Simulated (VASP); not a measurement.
Input of a VASP 6.6.1 run:

File INCAR:

```
SYSTEM = La3GaN4
PREC = Accurate ; ENCUT = 600
EDIFF = 1E-7 ; ISMEAR = -1
SIGMA = 0.02 ; LREAL = .FALSE.
LASPH = .TRUE. ; NELM = 80
ALGO = Normal ; ISIF = 3
LWAVE = .FALSE. ; LCHARG = .FALSE.
GGA = PE ; IBRION = 2
NSW = 80 ; EDIFFG = -0.005
```

The input KPOINTS:

```
regular mesh
0
G
  6 6 2
  0 0 0
```

File POSCAR:

```
La3GaN4
1.0
    3.9336764028      0.0000000000      0.0000000000
   -1.9668382014      3.4066636951      0.0000000000
    0.0000000000      0.0000000000     12.8473871314
Ga La N
1 3 4
Direct
    0.3333333333      0.6666666667      0.0000000000
    0.3333333333      0.6666666667      0.5000000000
    0.6666666667      0.3333333333      0.2500000000
    0.6666666667      0.3333333333      0.7500000000
    0.3333333333      0.6666666667      0.1875000000
    0.3333333333      0.6666666667      0.6875000000
    0.6666666667      0.3333333333      0.4375000000
    0.6666666667      0.3333333333      0.9375000000
```

Potentials or basis: VASP PAW PBE potentials, release 64 (Ga_d, La, N).

The run is started by

```sh
$ cat potpaw_PBE.64/Ga_d/POTCAR potpaw_PBE.64/La/POTCAR potpaw_PBE.64/N/POTCAR > POTCAR
$ mpirun -np 1 vasp_std > vasp.out
```

(1) Estimate the relaxed cell.

(2) What does it give for the band gap on the k mesh?

(3) Estimate the space group after relaxing (to 0.1 Å).

(4) Estimate the relaxed volume.

Answers

(1) a = 3.930 Å, b = 3.930 Å, c = 11.859 Å, α = 90.00°, β = 90.00°, γ = 120.00°.

(2) zero (bands 33 and 34 overlap by 0.20 eV).

(3) P3m1 (No. 156).

(4) 19.82 Å³/atom.

Caveat: semilocal functionals underestimate gaps, and a narrow one can read as zero; spin-orbit coupling is left out, which moves the levels of the heavy elements.
